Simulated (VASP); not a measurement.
# ZnCd3O4 (I4/mmm) in VASP: single point with PBE

Aim: the single point of ZnCd3O4 with PBE.

Program: VASP 6.6.1. These are calculated values, not measurements. Logs are shortened: lines on timing, memory, paths and dates and some standing lists are left out, and cuts for length are marked.

## 1. The cell of the first run

It takes space group I4/mmm (No. 139, tetragonal). Conventional cell: a = 4.691 Å, b = 4.691 Å, c = 9.289 Å, α = 90.00°, β = 90.00°, γ = 90.00°. Zn (site symmetry 4/mmm) has 6 O at 2.08 to 2.35 Å within 2.8 Å. Within 3.1 Å of Cd (site symmetry 4/mmm) lie 6 O at 2.35 to 2.56 Å. Within 3.1 Å of Cd (site symmetry -4m2) lie 6 O at 2.32 to 2.36 Å. Within 2.8 Å of O (site symmetry 4mm) lie 1 Zn at 2.08 Å and 5 Cd at 2.36 to 2.56 Å. O (site symmetry mmm) has 4 Cd at 2.32 to 2.35 Å and 2 Zn at 2.35 Å and 12 O at 3.14 to 3.47 Å within 3.5 Å.

## 2. Single point, PBE

Contents of INCAR:

```
SYSTEM = ZnCd3O4
PREC = Accurate
ENCUT = 520
EDIFF = 1E-6
ISMEAR = 0
SIGMA = 0.1
LREAL = .FALSE.
LASPH = .TRUE.
NELM = 80
ALGO = Normal
ISIF = 2
LWAVE = .FALSE.
LCHARG = .TRUE.
GGA = PE
LELF = .TRUE.
LVHAR = .TRUE.
NBANDS = 46
```

Contents of KPOINTS:

```
regular mesh
0
G
  6 6 6
  0 0 0
```

Contents of POSCAR:

```
ZnCd3O4
1.0
   -2.3454553000      2.3454553000      4.6446835000
    2.3454553000     -2.3454553000      4.6446835000
    2.3454553000      2.3454553000     -4.6446835000
Zn Cd O
1 3 4
Direct
    0.5000000000      0.5000000000      0.0000000000
    0.0000000000      0.0000000000      0.0000000000
    0.7500000000      0.2500000000      0.5000000000
    0.2500000000      0.7500000000      0.5000000000
    0.7244480000      0.7244480000      0.0000000000
    0.5000000000      0.0000000000      0.5000000000
    0.2755520000      0.2755520000      0.0000000000
    0.0000000000      0.5000000000      0.5000000000
```

Potentials or basis: VASP PAW PBE potentials, release 64 (Zn, Cd, O).

Launch:

```console
> cat potpaw_PBE.64/Zn/POTCAR potpaw_PBE.64/Cd/POTCAR potpaw_PBE.64/O/POTCAR > POTCAR
> mpirun -np 1 vasp_std > vasp.out
```

OUTCAR:

```text
SYSTEM = ZnCd3O4
   PREC = Accurate
   ENCUT = 520
   EDIFF = 1E-6
   ISMEAR = 0
   LREAL = .FALSE.
   LASPH = .TRUE.
   NELM = 80
   ISIF = 2
   GGA = PE

 ion  position               nearest neighbor table
   1  0.500  0.500  0.000-   5 2.08   7 2.08   6 2.35   8 2.35   6 2.35   8 2.35   3 3.30   4 3.30
                             3 3.30   4 3.30   4 3.30   4 3.30   3 3.30   3 3.30   2 3.32   2 3.32
   2  0.000  0.000  0.000-   6 2.35   8 2.35   8 2.35   6 2.35   7 2.56   5 2.56   3 3.30   4 3.30
                             3 3.30   4 3.30   3 3.30   3 3.30   4 3.30   4 3.30   1 3.32   1 3.32
   3  0.750  0.250  0.500-   6 2.32   8 2.32   7 2.36   5 2.36   7 2.36   5 2.36   1 3.30   2 3.30
                             2 3.30   1 3.30   2 3.30   1 3.30   1 3.30   2 3.30   4 3.32   4 3.32
   4  0.250  0.750  0.500-   6 2.32   8 2.32   7 2.36   5 2.36   7 2.36   5 2.36   1 3.30   2 3.30
                             2 3.30   1 3.30   2 3.30   2 3.30   1 3.30   1 3.30   3 3.32   3 3.32
   5  0.724  0.724  0.000-   1 2.08   3 2.36   4 2.36   3 2.36   4 2.36   2 2.56
   6  0.500  0.000  0.500-   3 2.32   4 2.32   1 2.35   2 2.35   1 2.35   2 2.35
   7  0.276  0.276  0.000-   1 2.08   3 2.36   4 2.36   4 2.36   3 2.36   2 2.56
   8  0.000  0.500  0.500-   3 2.32   4 2.32   1 2.35   2 2.35   2 2.35   1 2.35

  LATTYP: Found a body centered tetragonal cell.
 ALAT       =     4.6909106000
 C/A-ratio  =     1.9802907777

  Lattice vectors:

 A1 = (  -2.3454553000,   2.3454553000,   4.6446835000)
 A2 = (   2.3454553000,  -2.3454553000,   4.6446835000)
 A3 = (   2.3454553000,   2.3454553000,  -4.6446835000)

Analysis of symmetry for initial positions (statically):
=====================================================================
 Subroutine PRICEL returns:
 Original cell was already a primitive cell.

 Routine SETGRP: Setting up the symmetry group for a
 body centered tetragonal supercell.

 Subroutine GETGRP returns: Found 16 space group operations
 (whereof 16 operations were pure point group operations)
 out of a pool of 16 trial point group operations.

The static configuration has the point symmetry D_4h.

Analysis of symmetry for dynamics (positions and initial velocities):
=====================================================================
 Subroutine PRICEL returns:
 Original cell was already a primitive cell.

 Routine SETGRP: Setting up the symmetry group for a
 body centered tetragonal supercell.

 Subroutine GETGRP returns: Found 16 space group operations
 (whereof 16 operations were pure point group operations)
 out of a pool of 16 trial point group operations.

The dynamic configuration has the point symmetry D_4h.

[... 119 lines left out ...]
   TEBEG  =    0.0;   TEEND  =   0.0 temperature during run
   PSTRESS=    0.0 pullay stress
   NELECT =      72.0000    total number of electrons
   NUPDOWN=      -1.0000    fix difference up-down
   EMIN   =  10.00;   EMAX   =-10.00  energy-range for DOS
   EFERMI =   0.00;   METHOD = LEGACY
   ISMEAR =     0;   SIGMA  =   0.10  broadening in eV -4-tet -1-fermi 0-gaus
   EFERMI_NEDOS =   21; number of points for ismear=-14 and -15
   IALGO  =     38    algorithm
   IMIX   =      4    mixing-type and parameters
     AMIX     =   0.40;   BMIX     =  1.00
     AMIX_MAG =   1.60;   BMIX_MAG =  1.00
  volume/ion in A,a.u.               =      12.78        86.21
  Fermi-wavevector in a.u.,A,eV,Ry     =   1.456673  2.752714 28.870166  2.121897
  Thomas-Fermi vector in A             =   2.573564
   LORBIT       =      0    0 simple, 1 ext, 2 COOP (PROOUT), +10 PAW based schemes
   GGA     = PE    functional components
   LHFCALC =     F    Hartree Fock is set to
   AEXX    =    0.0000 exact exchange contribution
   IVDW    =     0    specifies the selected vdW correction
   LEPSILON=     F    determine dielectric tensor
   LRPA    =     F    only Hartree local field effects (RPA)
 non-spin polarized calculation
 Gauss-broadening in eV      SIGMA  =   0.10
  energy-cutoff  :      520.00
  volume of cell :      102.20
 maximum number of plane-waves:      2793
   NGX = 21   NGY = 21   NGZ = 21

 number of electron      72.0000024 magnetization

 Free energy of the ion-electron system (eV)
  ---------------------------------------------------
  ext. energy  EPLUGINS =         0.00000000
  ---------------------------------------------------
  free energy    TOTEN  =       -31.52548552 eV

  energy without entropy =      -31.52443168  energy(sigma->0) =      -31.52495860

 E-fermi :   1.9777     XC(G=0): -11.5534

 val. band max:        1.9457695044   @ k =   0.5000   0.5000   0.0000
 cond. band min:       2.4505804965   @ k =  -0.1667  -0.1667   0.1667
 fundamental gap:      0.5048109921
 Fermi energy:         1.9776962464

 k-point     1 :       0.0000    0.0000    0.0000
  band No.  band energies     occupation
      1     -15.5479      2.00000
      2     -14.8011      2.00000
      3     -14.7656      2.00000
      4     -14.6515      2.00000
      5      -5.2188      2.00000
      6      -5.1773      2.00000
[... 1165 lines left out ...]
     45      11.6640      0.00000
     46      12.2911      0.00000

 [... further k-points ...]

------------------------ aborting loop because EDIFF is reached ----------------------------------------

  FORCE on cell =-STRESS in cart. coord.  units (eV):
  Direction    XX          YY          ZZ          XY          YZ          ZX
  --------------------------------------------------------------------------------------
  -------------------------------------------------------------------------------------
  Total        0.7156821      0.7156821      0.8231038      0.0000000      0.0000000      0.0000000
  in kB       11.2191584     11.2191584     12.9031209      0.0000000      0.0000000      0.0000000
  external PRESSURE =      11.7804792 kB  Pullay stress =       0.0000000 kB

 VOLUME and BASIS-vectors are now :
 -----------------------------------------------------------------------------
  energy-cutoff  :      520.00
  volume of cell :      102.20
      direct lattice vectors                 reciprocal lattice vectors
    -2.345455300  2.345455300  4.644683500     0.000000000  0.213178226  0.107649962
     2.345455300 -2.345455300  4.644683500     0.213178226  0.000000000  0.107649962
     2.345455300  2.345455300 -4.644683500     0.213178226  0.213178226  0.000000000

 POSITION                                       TOTAL-FORCE (eV/Angst)
 -----------------------------------------------------------------------------------
      0.00000      0.00000      4.64468        -0.000000     -0.000000     -0.000000
      0.00000      0.00000      0.00000        -0.000000     -0.000000     -0.000000
     -0.00000      2.34546      2.32234        -0.000000     -0.000000      0.000000
      2.34546     -0.00000      2.32234        -0.000000     -0.000000      0.000000
      0.00000      0.00000      6.72966         0.000000      0.000000      0.005211
      0.00000      2.34546      0.00000        -0.000000     -0.000000     -0.000000
      0.00000      0.00000      2.55970         0.000000      0.000000     -0.005211
      2.34546      0.00000      0.00000        -0.000000     -0.000000     -0.000000
 -----------------------------------------------------------------------------------
    total drift:                                0.000000      0.000000      0.000000

  FREE ENERGIE OF THE ION-ELECTRON SYSTEM (eV)
  ---------------------------------------------------
  free  energy   TOTEN  =       -31.5254855200 eV

  energy  without entropy=      -31.5244316799  energy(sigma->0) =      -31.52495860
```

stdout:

```text
POSCAR found type information on POSCAR ZnCdO
 POSCAR found :  3 types and       8 ions
 scaLAPACK will be used
 LDA part: xc-table for (Slater+PW92), standard interpolation
 POSCAR, INCAR and KPOINTS ok, starting setup
 FFT: planning ... GRIDC
 FFT: planning ... GRID_SOFT
 FFT: planning ... GRID
 WAVECAR not read
 entering main loop
```

It took 9 min on 1 thread of Intel Xeon 8259CL, shared host; peak memory 0.32 GiB.

What came out:

| Quantity | Value |
| --- | --- |
| Free energy | -31.5255 eV |
| Pressure | 1.2 GPa |
| Largest force | 0.005 eV/Å |
| Band gap on the k mesh | zero (bands 36 and 37 overlap by 0.55 eV) |

Forces in eV/Å, atoms in the order of the input:
```
Zn   0.000  0.000  0.000
Cd   0.000  0.000  0.000
Cd   0.000  0.000  0.000
Cd   0.000  0.000  0.000
O    0.000  0.000  0.005
O    0.000  0.000  0.000
O    0.000  0.000 -0.005
O    0.000  0.000  0.000
```

Levels at points of the mesh, in eV from the Fermi level:
```tsv
k point	band 32	band 33	band 34	band 35	band 36	band 37	band 38	band 39	band 40	band 41
(0.00, 0.00, 0.00)	-2.35	-1.92	-1.46	-1.31	-1.31	-0.58	3.72	5.51	6.13	7.74
(0.50, 0.00, 0.00)	-1.63	-1.50	-0.93	-0.85	-0.70	3.70	3.72	5.84	6.01	6.91
(0.50, 0.50, 0.00)	-0.44	-0.36	-0.23	-0.19	-0.03	4.26	4.52	4.86	5.07	6.98
(0.50, 0.50, 0.50)	-2.28	-1.70	-1.70	-1.65	-1.65	2.48	3.62	3.94	4.01	8.40
```

Caveat: semilocal functionals underestimate gaps, and a narrow one can read as zero.

The gap in the log of VASP goes by the Fermi energy; the results here count the filled bands.